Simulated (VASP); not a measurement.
Ni: single point with LDA

The system is Ni.

```
CELL_PARAMETERS angstrom
2.25884 0.00000 0.00000
0.00000 2.25884 0.00000
0.00000 0.00000 2.25884
ATOMIC_POSITIONS crystal
Ni 0.00000 0.00000 0.00000
```

| Item | Value |
| --- | --- |
| Program | VASP 6.6.1 |
| Task | single point |
| Functional | LDA |
| Potentials or basis | VASP PAW LDA potentials, release 64 (Ni) |
| Cutoff | 600 eV |
| k mesh | 14 × 14 × 14 |
| Occupations | fermi-dirac, width 0.1 eV |
| Spin | non-collinear spin, zero start, spin-orbit coupling |
| Starting moments | [[0.0, 0.0, 0.0]] μB |

The pressure is -0.2 GPa, the net moment is 0.00 μB per cell and the valence electrons inside the program's atomic spheres are Ni 9.40.

Moments on the atoms (μB; x, y, z):
```
Ni  0.00 0.00 0.00
```

It took 62 s on 1 thread of AMD EPYC 7R13 (shared host), peak memory 0.14 GiB.
